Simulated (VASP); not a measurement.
Set up this calculation in VASP 6.6.1, as the native input.

* Task: relaxation of cell and atoms
* Functional: r2SCAN
* Potentials or basis: VASP PAW PBE potentials, release 64 (Pb_d, O)
* Cutoff: 600 eV
* k mesh: 8 × 8 × 8
* Occupations: gaussian, width 0.1 eV
* Spin: no spin polarisation
* Dipole correction: no
* Further INCAR settings: ALGO = Normal; EDIFF = 1e-06; IBRION = 2; EDIFFG = -0.05; NSW = 80; ISIF = 3

PbO2:

```
Pb O
1.0
     0.00000    2.38883    2.38883
     2.38883    0.00000    2.38883
     2.38883    2.38883    0.00000
Pb O
1 2
Direct
  0.00000 0.00000 0.00000
  0.25000 0.25000 0.25000
  0.75000 0.75000 0.75000
```

The input as run:

POSCAR

```
PbO2
1.0
    0.0000000000      2.3888286791      2.3888286791
    2.3888286791      0.0000000000      2.3888286791
    2.3888286791      2.3888286791      0.0000000000
Pb O
1 2
Direct
    0.0000000000      0.0000000000      0.0000000000
    0.2500000000      0.2500000000      0.2500000000
    0.7500000000      0.7500000000      0.7500000000
```

INCAR.step1

```
SYSTEM = PbO2
  PREC = Accurate
  ENCUT = 600
  ISMEAR = 0
  SIGMA = 0.1
  LREAL = .FALSE.
  LASPH = .TRUE.
  NELM = 80
  GGA = PE
  ALGO = Normal
  EDIFF = 1E-4
  LWAVE = .TRUE.
  LCHARG = .FALSE.
```

INCAR.step2

```
SYSTEM = PbO2
  PREC = Accurate
  ENCUT = 600
  EDIFF = 1E-6
  ISMEAR = 0
  SIGMA = 0.1
  LREAL = .FALSE.
  LASPH = .TRUE.
  NELM = 80
  ALGO = Normal
  ISIF = 3
  LWAVE = .FALSE.
  LCHARG = .FALSE.
  METAGGA = R2SCAN
  LMIXTAU = .TRUE.
  IBRION = 2
  NSW = 80
  EDIFFG = -0.05
  ISTART = 1
```

KPOINTS

```
regular mesh
0
G
  8 8 8
  0 0 0
```

Potentials or basis: VASP PAW PBE potentials, release 64 (Pb_d, O).

The run is started by

```sh
$ cat potpaw_PBE.64/Pb_d/POTCAR potpaw_PBE.64/O/POTCAR > POTCAR
$ cp INCAR.step1 INCAR
$ mpirun -np 1 vasp_std > vasp.out
$ cp INCAR.step2 INCAR
$ mpirun -np 1 vasp_std > vasp.out
```

It gave:

```json
{
  "Relaxed volume": "12.59 Å³/atom",
  "Relaxed cell": "a = 3.766 Å, b = 3.766 Å, c = 3.766 Å, α = 60.00°, β = 60.00°, γ = 60.00°",
  "Space group after relaxing (to 0.1 Å)": "Fm-3m (No. 225)",
  "Energy gained by relaxing": "948.7 meV/atom",
  "Ionic steps": "5",
  "Pressure after relaxing": "0.1 GPa",
  "Band gap on the k mesh": "zero (bands 13 and 14 overlap by 1.34 eV)"
}
```

Caveat: the volume moved by over 15 % at a fixed basis, so the end points are rough; the PAW data sets were made with another functional, which shifts forces and pressure a little; spin-orbit coupling is left out, which moves the levels of the heavy elements.

Wall time 5.1 min on 1 thread of Intel(R) Xeon(R) Platinum 8375C CPU @ 2.90GHz (Ice Lake) (shared host), peak memory 0.18 GiB.
